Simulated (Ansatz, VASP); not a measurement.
**LiH in VASP and in Ansatz**

```
CELL_PARAMETERS angstrom
2.80909 0.00000 0.00000
-1.40455 2.43274 0.00000
0.00000 0.00000 4.92121
ATOMIC_POSITIONS crystal
Li 0.00000 0.00000 0.00000
Li 0.00000 0.00000 0.50000
H 0.33333 0.66667 0.25000
H 0.66667 0.33333 0.75000
```

Alike in both runs: task single point; functional r2SCAN; k mesh 9 × 9 × 4; no spin polarisation.

|  | VASP | Ansatz |
| --- | --- | --- |
| version | VASP 6.6.1 | Ansatz 0.2.0 |
| potentials or method | VASP PAW PBE potentials, release 64 (Li_sv, H) | plane waves, PAW |
| plane-wave cutoff (eV) | 520 | 500 |
| occupations | gaussian, width 0.01 eV | fixed |
| valence electrons in the cell | 8 | 8 |

|  | VASP | Ansatz | Ansatz less VASP |
| --- | --- | --- | --- |
| gap on the k mesh at the Fermi level (eV) | 5.09 | 5.07 | -0.020 |

VASP's potentials were made for PBE, not for r2SCAN.

Noted on VASP's run: the cutoff is short for stress, so the pressure is rough.
